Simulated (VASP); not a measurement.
Wanted: the native input for a VASP 6.6.1 run.

```
Task                   : single point
Functional             : PBE
Potentials or basis    : VASP PAW PBE potentials, release 64 (Ho_3, Nb_sv, As), 4f in core
Cutoff                 : 500 eV
k mesh                 : 6 × 6 × 2
Occupations            : gaussian, width 0.1 eV
Spin                   : no spin polarisation
Dipole correction      : no
Further INCAR settings : ALGO = Normal; EDIFF = 1e-06; NBANDS = 34
```

The structure of HoNb2As3 lies in POSCAR:

```
HoNb2As3
1.0
    3.5031939600      0.0000000000      0.0000000000
    0.0000000000      3.5031939600      0.0000000000
    0.0000000000      0.0000000000     13.0360838700
Ho Nb As
1 2 3
Direct
    0.0000000000      0.0000000000      0.0000000000
    0.5000000000      0.5000000000      0.8681410000
    0.5000000000      0.5000000000      0.1318590000
    0.0000000000      0.0000000000      0.6647679800
    0.0000000000      0.0000000000      0.3352320200
    0.5000000000      0.5000000000      0.5000000000
```

The cell was generated, and may not be a known phase.

These files were run (other wordings do the same):

INCAR

```
SYSTEM = HoNb2As3
PREC     = Accurate       ! precision mode
ENCUT    = 500            ! plane-wave cutoff, eV
EDIFF    = 1E-6           ! SCF threshold, eV
ISMEAR   = 0              ! smearing method
SIGMA    = 0.1            ! smearing width, eV
LREAL    = .FALSE.        ! projectors in reciprocal space
LASPH    = .TRUE.         ! aspherical terms in the spheres
NELM     = 200            ! most SCF steps
ALGO     = Normal         ! electronic algorithm
ISIF     = 2              ! what is computed and relaxed
LWAVE    = .FALSE.        ! write WAVECAR
LCHARG   = .TRUE.         ! write CHGCAR
GGA      = PE             ! functional
LELF     = .TRUE.         ! ELF
LVHAR    = .TRUE.       
NBANDS   = 34             ! bands
GGA_COMPAT= .FALSE.      
LMAXMIX  = 6              ! l up to which the mixer works
```

KPOINTS

```
regular mesh
0
G
  6 6 2
  0 0 0
```

Potentials or basis: VASP PAW PBE potentials, release 64 (Ho_3, Nb_sv, As), 4f in core.

Command:

```console
$ cat potpaw_PBE.64/Ho_3/POTCAR potpaw_PBE.64/Nb_sv/POTCAR potpaw_PBE.64/As/POTCAR > POTCAR
$ mpirun -np 1 vasp_std > vasp.out
```

Results of the run:

| Quantity | Value |
| --- | --- |
| Pressure | -11.0 GPa |
| Largest force | 1.333 eV/Å |
| Band gap on the k mesh | zero (bands 25 and 26 overlap by 1.27 eV) |

Caveat: the cell stands under tension; spin-orbit coupling is left out, which moves the levels of the heavy elements; the 4f electrons are frozen in the core, so they carry no moment and show no levels; forces of over 1 eV/Å act on the atoms, so gaps and moduli don't describe the material at rest.

It took 97 s on 1 thread of AMD EPYC 9R45 96-Core Processor (Zen 5) (shared host), peak memory 0.28 GiB.
